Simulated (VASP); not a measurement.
# BN (F-43m) in VASP: a series of runs, part 2 of 2

VASP 6.6.1. The steps go on from the part before.

## 4. Relaxation of cell and atoms, PBEsol

This run uses another cell than the first one, of 5.96 Å³/atom, 1.017 times its volume.

INCAR reads:

```
SYSTEM = BN
  PREC = Accurate
  ENCUT = 600
  EDIFF = 1E-7
  ISMEAR = 0
  SIGMA = 0.02
  LREAL = .False.
  LASPH = .True.
  NELM = 80
  ALGO = Normal
  ISIF = 3
  LWAVE = .False.
  LCHARG = .False.
  GGA = PS
  IBRION = 2
  NSW = 100
  EDIFFG = -0.005
```

KPOINTS reads:

```
Automatic mesh
0
Gamma
  12 12 12
  0 0 0
```

POSCAR reads:

```
BN
1.0
    0.0000000000      1.8130010000      1.8130010000
    1.8130010000      0.0000000000      1.8130010000
    1.8130010000      1.8130010000      0.0000000000
B N
1 1
Direct
    0.0000000000      0.0000000000      0.0000000000
    0.7500000000      0.7500000000      0.7500000000
```

Potentials or basis: VASP PAW PBE potentials, release 64 (B, N).

Launch:

```sh
> cat potpaw_PBE.64/B/POTCAR potpaw_PBE.64/N/POTCAR > POTCAR
> mpirun -np 1 vasp_std > vasp.out
```

OUTCAR:

```text
SYSTEM = BN
   PREC = Accurate
   ENCUT = 600
   EDIFF = 1E-7
   ISMEAR = 0
   LREAL = .False.
   LASPH = .True.
   NELM = 80
   ISIF = 3
   GGA = PS
   IBRION = 2
   NSW = 100
   EDIFFG = -0.005

 ion  position               nearest neighbor table
   1  0.000  0.000  0.000-   2 1.57   2 1.57   2 1.57   2 1.57
   2  0.750  0.750  0.750-   1 1.57   1 1.57   1 1.57   1 1.57

  LATTYP: Found a face centered cubic cell.
 ALAT       =     3.6260020000

  Lattice vectors:

 A1 = (   0.0000000000,   1.8130010000,   1.8130010000)
 A2 = (   1.8130010000,   0.0000000000,   1.8130010000)
 A3 = (   1.8130010000,   1.8130010000,   0.0000000000)

Analysis of symmetry for initial positions (statically):
=====================================================================
 Subroutine PRICEL returns:
 Original cell was already a primitive cell.

 Routine SETGRP: Setting up the symmetry group for a
 face centered cubic supercell.

 Subroutine GETGRP returns: Found 24 space group operations
 (whereof 24 operations were pure point group operations)
 out of a pool of 48 trial point group operations.
[... 170 lines left out ...]
  --------------------------------------------------------------------------------------
  -------------------------------------------------------------------------------------
  Total       -0.4488360     -0.4488360     -0.4488360     -0.0000000      0.0000000      0.0000000
  in kB      -60.3356691    -60.3356691    -60.3356691     -0.0000000      0.0000000      0.0000000
  external PRESSURE =     -60.3356691 kB  Pullay stress =       0.0000000 kB
[... 59 lines left out ...]
--------------------------------------- Ionic step        3  -------------------------------------------

 number of electron       7.9999999 magnetization

 Free energy of the ion-electron system (eV)
  ---------------------------------------------------
  ext. energy  EPLUGINS =         0.00000000
  ---------------------------------------------------
  free energy    TOTEN  =       -18.35138064 eV

  energy without entropy =      -18.35138064  energy(sigma->0) =      -18.35138064

 E-fermi :   7.5552     XC(G=0): -13.0501

 val. band max:        7.4478851263   @ k =   0.0000   0.0000   0.0000
 cond. band min:      11.7320143375   @ k =   0.5000   0.5000   0.0000
 fundamental gap:      4.2841292112
 Fermi energy:         7.5552310437

 k-point     1 :       0.0000    0.0000    0.0000
  band No.  band energies     occupation
      1     -12.8842      2.00000
      2       7.4479      2.00000
      3       7.4479      2.00000
      4       7.4479      2.00000
      5      16.2419      0.00000
      6      16.2419      0.00000
      7      16.2419      0.00000
      8      17.8282      0.00000
[... 243 lines left out ...]
 k-point    24 :      -0.4167    0.1667    0.0000
  band No.  band energies     occupation
      1      -8.2143      2.00000
      2      -2.6919      2.00000
      3       3.2759      2.00000
      4       4.8465      2.00000
      5      16.6651      0.00000
      6      19.6709      0.00000
      7      19.6729      0.00000
      8      23.1369      0.00000

 [... further k-points ...]
[... 5 lines left out ...]
  --------------------------------------------------------------------------------------
  -------------------------------------------------------------------------------------
  Total       -0.0008778     -0.0008778     -0.0008778      0.0000000      0.0000000      0.0000000
  in kB       -0.1199083     -0.1199083     -0.1199083      0.0000000      0.0000000      0.0000000
  external PRESSURE =      -0.1199083 kB  Pullay stress =       0.0000000 kB
[... 17 lines left out ...]
  FREE ENERGIE OF THE ION-ELECTRON SYSTEM (eV)
  ---------------------------------------------------
  free  energy   TOTEN  =       -18.3513806444 eV

  energy  without entropy=      -18.3513806444  energy(sigma->0) =      -18.35138064

 reached required accuracy - stopping structural energy minimisation
```

CONTCAR:

```text
BN
   1.00000000000000
    -0.0000000000000000    1.8033355523086452    1.8033355523086452
     1.8033355523086452    0.0000000000000000    1.8033355523086452
     1.8033355523086452    1.8033355523086452   -0.0000000000000000
  B               N
     1     1
Direct
     0.0000000000000000    0.0000000000000000    0.0000000000000000
     0.7500000000000000    0.7500000000000000    0.7500000000000000

  0.00000000E+00  0.00000000E+00  0.00000000E+00
  0.00000000E+00  0.00000000E+00  0.00000000E+00
```

Wall time 6.8 s (1 thread of Intel Xeon 6975P-C (Granite Rapids), shared host); peak memory 0.12 GiB.

Results:

```
Free energy                            : -18.3514 eV
Relaxed volume                         : 5.86 Å³/atom
Relaxed cell                           : a = 2.550 Å, b = 2.550 Å, c = 2.550 Å, α = 60.00°, β = 60.00°, γ = 60.00°
Space group after relaxing (to 0.05 Å) : F-43m (No. 216)
Energy gained by relaxing              : 1.8 meV/atom
Ionic steps                            : 3
Pressure after relaxing                : 0.0 GPa
Band gap on the k mesh                 : 4.28 eV, indirect (least direct gap 8.79 eV)
```

Step by step:
| step | energy change (eV) | largest force (eV/Å) | pressure (GPa) | volume (Å³) |
| --- | --- | --- | --- | --- |
| 1 | 0.0000 | 0.0000 | -6.03 | 11.92 |
| 2 | 0.0003 | 0.0000 | 6.62 | 11.54 |
| 3 | -0.0036 | 0.0000 | -0.01 | 11.73 |

Final structure:
```
B N
1.0
     0.00000    1.80334    1.80334
     1.80334    0.00000    1.80334
     1.80334    1.80334    0.00000
B N
1 1
Direct
  0.00000 0.00000 0.00000
  0.75000 0.75000 0.75000
```

Caveat: the PAW data sets were made with another functional, which shifts forces and pressure a little. A hybrid or GW would open this gap; PBEsol tends to underestimate it.

## 5. Single point, PBEsol

This run uses another cell than the first one, of 5.27 Å³/atom, 0.899 times its volume.

INCAR reads:

```
SYSTEM = BN
PREC = Accurate
ENCUT = 520
EDIFF = 1E-6
ISMEAR = 0
SIGMA = 0.01
LREAL = .False.
LASPH = .True.
NELM = 100
ALGO = Normal
ISIF = 2
LWAVE = .False.
LCHARG = .False.
GGA = PS
NBANDS = 11
```

KPOINTS is that of step 4.

POSCAR reads:

```
BN
1.0
    0.0000000000      1.7397931622      1.7397931622
    1.7397931622      0.0000000000      1.7397931622
    1.7397931622      1.7397931622      0.0000000000
B N
1 1
Direct
    0.0000000000      0.0000000000      0.0000000000
    0.7500000000      0.7500000000      0.7500000000
```

Potentials or basis: VASP PAW PBE potentials, release 64 (B, N).

Launch:

```sh
> cat potpaw_PBE.64/B/POTCAR potpaw_PBE.64/N/POTCAR > POTCAR
> mpirun -np 1 vasp_std > vasp.out
```

OUTCAR:

```text
SYSTEM = BN
   PREC = Accurate
   ENCUT = 520
   EDIFF = 1E-6
   ISMEAR = 0
   LREAL = .False.
   LASPH = .True.
   NELM = 100
   ISIF = 2
   GGA = PS

 ion  position               nearest neighbor table
   1  0.000  0.000  0.000-   2 1.51   2 1.51   2 1.51   2 1.51
   2  0.750  0.750  0.750-   1 1.51   1 1.51   1 1.51   1 1.51

  LATTYP: Found a face centered cubic cell.
 ALAT       =     3.4795863244

  Lattice vectors:

 A1 = (   0.0000000000,   1.7397931622,   1.7397931622)
 A2 = (   1.7397931622,   0.0000000000,   1.7397931622)
 A3 = (   1.7397931622,   1.7397931622,   0.0000000000)

Analysis of symmetry for initial positions (statically):
=====================================================================
 Subroutine PRICEL returns:
 Original cell was already a primitive cell.

 Routine SETGRP: Setting up the symmetry group for a
 face centered cubic supercell.

 Subroutine GETGRP returns: Found 24 space group operations
 (whereof 24 operations were pure point group operations)
 out of a pool of 48 trial point group operations.

The static configuration has the point symmetry T_d .

Analysis of symmetry for dynamics (positions and initial velocities):
=====================================================================
 Subroutine PRICEL returns:
 Original cell was already a primitive cell.

 Routine SETGRP: Setting up the symmetry group for a
 face centered cubic supercell.

 Subroutine GETGRP returns: Found 24 space group operations
 (whereof 24 operations were pure point group operations)
 out of a pool of 48 trial point group operations.

The dynamic configuration has the point symmetry T_d .

 Subroutine INISYM returns: Found 24 space group operations
 (whereof 24 operations are pure point group operations),
 and found     1 'primitive' translations

----------------------------------------------------------------------------------------

                                     Primitive cell

  volume of cell :      10.5323

  direct lattice vectors                    reciprocal lattice vectors
     0.000000000  1.739793162  1.739793162    -0.287390485  0.287390485  0.287390485
     1.739793162  0.000000000  1.739793162     0.287390485 -0.287390485  0.287390485
     1.739793162  1.739793162  0.000000000     0.287390485  0.287390485 -0.287390485

  length of vectors
     2.460439086  2.460439086  2.460439086     0.497774921  0.497774921  0.497774921

  position of ions in fractional coordinates (direct lattice)
     0.000000000  0.000000000  0.000000000
     0.750000000  0.750000000  0.750000000

  ion indices of the primitive-cell ions
   primitive index   ion index
                 1           1
                 2           2

----------------------------------------------------------------------------------------

 KPOINTS: Automatic mesh

Automatic generation of k-mesh.
 Grid dimensions read from file:
 generate k-points for:   12   12   12

 Generating k-lattice:

  Cartesian coordinates                     Fractional coordinates (reciprocal lattice)
    -0.023949207  0.023949207  0.023949207     0.083333333  0.000000000  0.000000000
     0.023949207 -0.023949207  0.023949207     0.000000000  0.083333333  0.000000000
     0.023949207  0.023949207 -0.023949207     0.000000000  0.000000000  0.083333333

  Length of vectors
     0.041481243  0.041481243  0.041481243

  Shift w.r.t. Gamma in fractional coordinates (k-lattice)
     0.000000000  0.000000000  0.000000000

 Subroutine IBZKPT returns following result:
 ===========================================

 Found     72 irreducible k-points:

 Following reciprocal coordinates:
            Coordinates               Weight
  0.000000  0.000000  0.000000      1.000000
  0.083333  0.000000  0.000000      8.000000
  0.166667  0.000000  0.000000      8.000000
  0.250000  0.000000  0.000000      8.000000
  0.333333  0.000000  0.000000      8.000000
  0.416667  0.000000  0.000000      8.000000
[... 16 lines left out ...]
  0.500000  0.166667  0.000000     24.000000
 -0.416667  0.166667  0.000000     24.000000
 [... further k-points ...]
   k-points           NKPTS =     72   k-points in BZ     NKDIM =     72   number of bands    NBANDS=     11
   number of dos      NEDOS =    301   number of ions     NIONS =      2
   total plane-waves  NPLWV =   5832
   dimension x,y,z NGX =    18 NGY =   18 NGZ =   18
   dimension x,y,z NGXF=    36 NGYF=   36 NGZF=   36
   ions per type =               1   1
   NGX,Y,Z   is equivalent  to a cutoff of  12.16, 12.16, 12.16 a.u.
   NGXF,Y,Z  is equivalent  to a cutoff of  24.32, 24.32, 24.32 a.u.
 SYSTEM =  BN
   PREC   = accura    normal or accurate (medium, high low for compatibility)
   ISTART =      0    job   : 0-new  1-cont  2-samecut
   ICHARG =      2    charge: 1-file 2-atom 10-const
   ISPIN  =      1    spin polarized calculation?
   LNONCOLLINEAR =      F non collinear calculations
   LSORBIT =      F    spin-orbit coupling
   LASPH  =      T    aspherical Exc in radial PAW
   ENCUT  =  520.0 eV  38.22 Ry    6.18 a.u.   4.57  4.57  4.57*2*pi/ulx,y,z
   NELM   =    100;   NELMIN=  2; NELMDL= -5     # of ELM steps
   EDIFF  = 0.1E-05   stopping-criterion for ELM
   LREAL  =      F    real-space projection
   EDIFFG = 0.1E-04   stopping-criterion for IOM
   NSW    =      0    number of steps for IOM
   IBRION =     -1    ionic relax: 0-MD 1-quasi-New 2-CG
   NFREE  =      0    steps in history (QN), initial steepest desc. (CG)
   ISIF   =      2    stress and relaxation
   ISYM   =      2    0-nonsym 1-usesym 2-fastsym
   POTIM  = 0.5000    time-step for ionic-motion
   TEBEG  =    0.0;   TEEND  =   0.0 temperature during run
   PSTRESS=    0.0 pullay stress
   NELECT =       8.0000    total number of electrons
   NUPDOWN=      -1.0000    fix difference up-down
   EMIN   =  10.00;   EMAX   =-10.00  energy-range for DOS
   EFERMI =   0.00;   METHOD = LEGACY
   ISMEAR =     0;   SIGMA  =   0.01  broadening in eV -4-tet -1-fermi 0-gaus
   EFERMI_NEDOS =   21; number of points for ismear=-14 and -15
   IALGO  =     38    algorithm
   IMIX   =      4    mixing-type and parameters
     AMIX     =   0.40;   BMIX     =  1.00
     AMIX_MAG =   1.60;   BMIX_MAG =  1.00
  volume/ion in A,a.u.               =       5.27        35.54
  Fermi-wavevector in a.u.,A,eV,Ry     =   1.493702  2.822687 30.356567  2.231145
  Thomas-Fermi vector in A             =   2.606069
   LORBIT       =      0    0 simple, 1 ext, 2 COOP (PROOUT), +10 PAW based schemes
   GGA     = PS    functional components
   LHFCALC =     F    Hartree Fock is set to
   AEXX    =    0.0000 exact exchange contribution
   IVDW    =     0    specifies the selected vdW correction
   LEPSILON=     F    determine dielectric tensor
   LRPA    =     F    only Hartree local field effects (RPA)
 non-spin polarized calculation
 Gauss-broadening in eV      SIGMA  =   0.01
  energy-cutoff  :      520.00
  volume of cell :       10.53
 maximum number of plane-waves:       295
   NGX =  9   NGY =  9   NGZ =  9

 number of electron       7.9999997 magnetization

 Free energy of the ion-electron system (eV)
  ---------------------------------------------------
  ext. energy  EPLUGINS =         0.00000000
  ---------------------------------------------------
  free energy    TOTEN  =       -18.16803067 eV

  energy without entropy =      -18.16803067  energy(sigma->0) =      -18.16803067

 E-fermi :   9.0614     XC(G=0): -13.5843

 val. band max:        8.8412245536   @ k =   0.0000   0.0000   0.0000
 cond. band min:      13.2297380098   @ k =   0.5000   0.5000   0.0000
 fundamental gap:      4.3885134562
 Fermi energy:         9.0613918437

 k-point     1 :       0.0000    0.0000    0.0000
  band No.  band energies     occupation
      1     -12.7777      2.00000
      2       8.8412      2.00000
      3       8.8412      2.00000
      4       8.8412      2.00000
      5      18.1416      0.00000
      6      18.1416      0.00000
      7      18.1416      0.00000
      8      21.0215      0.00000
      9      35.5583      0.00000
     10      37.9775      0.00000
     11      37.9775      0.00000
[... 309 lines left out ...]
 k-point    24 :      -0.4167    0.1667    0.0000
  band No.  band energies     occupation
      1      -7.5390      2.00000
      2      -2.2729      2.00000
      3       4.2910      2.00000
      4       5.9430      2.00000
      5      18.5611      0.00000
      6      21.8771      0.00000
      7      22.4632      0.00000
      8      25.9729      0.00000
      9      31.1915      0.00000
     10      35.5040      0.00000
     11      37.8183      0.00000

 [... further k-points ...]
[... 5 lines left out ...]
  --------------------------------------------------------------------------------------
  -------------------------------------------------------------------------------------
  Total        3.3567779      3.3567779      3.3567779     -0.0000000     -0.0000000     -0.0000000
  in kB      510.6347102    510.6347102    510.6347102     -0.0000000     -0.0000000     -0.0000000
  external PRESSURE =     510.6347102 kB  Pullay stress =       0.0000000 kB

 VOLUME and BASIS-vectors are now :
 -----------------------------------------------------------------------------
  energy-cutoff  :      520.00
  volume of cell :       10.53
      direct lattice vectors                 reciprocal lattice vectors
     0.000000000  1.739793162  1.739793162    -0.287390485  0.287390485  0.287390485
     1.739793162  0.000000000  1.739793162     0.287390485 -0.287390485  0.287390485
     1.739793162  1.739793162  0.000000000     0.287390485  0.287390485 -0.287390485

 POSITION                                       TOTAL-FORCE (eV/Angst)
 -----------------------------------------------------------------------------------
      0.00000      0.00000      0.00000        -0.000000     -0.000000      0.000000
      2.60969      2.60969      2.60969         0.000000      0.000000     -0.000000
 -----------------------------------------------------------------------------------
    total drift:                               -0.000000     -0.000000      0.000000

  FREE ENERGIE OF THE ION-ELECTRON SYSTEM (eV)
  ---------------------------------------------------
  free  energy   TOTEN  =       -18.1680306701 eV

  energy  without entropy=      -18.1680306701  energy(sigma->0) =      -18.16803067
```

OSZICAR:

```text
N       E                     dE             d eps       ncg     rms          rms(c)
DAV:   1     0.770610732657E+01    0.77061E+01   -0.50822E+03  1656   0.726E+02
DAV:   2    -0.189464183134E+02   -0.26653E+02   -0.25788E+02  1859   0.167E+02
DAV:   3    -0.193156241214E+02   -0.36921E+00   -0.36887E+00  1866   0.165E+01
DAV:   4    -0.193159499148E+02   -0.32579E-03   -0.32579E-03  1707   0.550E-01
DAV:   5    -0.193159501545E+02   -0.23967E-06   -0.23966E-06  1827   0.148E-02    0.729E+00
DAV:   6    -0.183167561221E+02    0.99919E+00   -0.25911E+00  1656   0.975E+00    0.370E+00
DAV:   7    -0.181909806103E+02    0.12578E+00   -0.16366E-01  1809   0.312E+00    0.203E+00
DAV:   8    -0.181679904968E+02    0.22990E-01   -0.37670E-02  1788   0.137E+00    0.246E-01
DAV:   9    -0.181680163823E+02   -0.25886E-04   -0.73672E-04  1701   0.253E-01    0.902E-02
DAV:  10    -0.181680291775E+02   -0.12795E-04   -0.53711E-05  1758   0.635E-02    0.145E-02
DAV:  11    -0.181680306482E+02   -0.14707E-05   -0.29984E-06  1780   0.136E-02    0.848E-03
DAV:  12    -0.181680306701E+02   -0.21854E-07   -0.74593E-07   837   0.603E-03
   1 F= -.18168031E+02 E0= -.18168031E+02  d E =0.000000E+00
```

stdout:

```text
POSCAR found type information on POSCAR B N
 POSCAR found :  2 types and       2 ions
 scaLAPACK will be used
 -----------------------------------------------------------------------------
|                                                                             |
|                                                                             |
|     You enforced a specific xc type in the INCAR file but a different       |
|     I HOPE YOU KNOW WHAT YOU ARE DOING!                                     |
|                                                                             |
 -----------------------------------------------------------------------------

 LDA part: xc-table for (Slater+PW92), standard interpolation
 POSCAR, INCAR and KPOINTS ok, starting setup
 FFT: planning ... GRIDC
 FFT: planning ... GRID_SOFT
 FFT: planning ... GRID
 WAVECAR not read
 entering main loop
```

Wall time 9.7 s (1 thread of Intel Xeon 8259CL, shared host); peak memory 0.12 GiB.

What came out:

- Free energy: -18.1680 eV
- Pressure: 51.1 GPa
- Band gap on the k mesh: 4.39 eV, indirect (least direct gap 9.30 eV)

Levels at points of the mesh, in eV from the valence-band top:
```tsv
k point	band 1	band 2	band 3	band 4	band 5	band 6	band 7	band 8	band 9
(0.00, 0.00, 0.00)	-21.62	0.00	0.00	0.00	9.30	9.30	9.30	12.18	26.72
(0.50, 0.00, 0.00)	-16.78	-11.88	-2.18	-2.18	11.24	11.24	11.63	16.23	24.94
(0.50, 0.50, 0.00)	-15.25	-9.75	-5.54	-5.54	4.39	9.72	19.70	19.70	22.70
```

Caveat: the PAW data sets were made with another functional, which shifts forces and pressure a little.

## 6. Summary

| task | cell | cutoff (eV) | smearing | gap on the mesh (eV) | pressure (GPa) | relaxed volume (Å³/atom) |
| --- | --- | --- | --- | --- | --- | --- |
| relaxation of cell and atoms | relaxed from a = 2.550 Å, angles 60.0°, 2 atoms | 600 | gaussian 0.01 eV | 4.28 | 0.0 | 5.86 |
| relaxation of cell and atoms | relaxed to 30 GPa from a = 2.550 Å, angles 60.0°, 2 atoms | 600 | gaussian 0.01 eV | 4.35 | 30.0 | - |
| relaxation of cell and atoms | relaxed from a = 2.564 Å, angles 60.0°, 2 atoms | 600 | gaussian 0.02 eV | 4.28 | 0.0 | 5.86 |
| single point | a = 2.460 Å, angles 60.0°, 2 atoms | 520 | gaussian 0.01 eV | 4.39 | 51.1 | - |

Alike in all rows: level PBEsol; potentials or basis VASP PAW PBE potentials, release 64 (B, N); no spin polarisation; k mesh 12 × 12 × 12.

Caveats: the PAW data sets were made with another functional, which shifts forces and pressure a little; the cell is relaxed towards a set pressure, so the enthalpy falls and the energy may rise (some runs).

Total energies depend on the potentials used, so only differences within one code and one set of settings carry meaning.
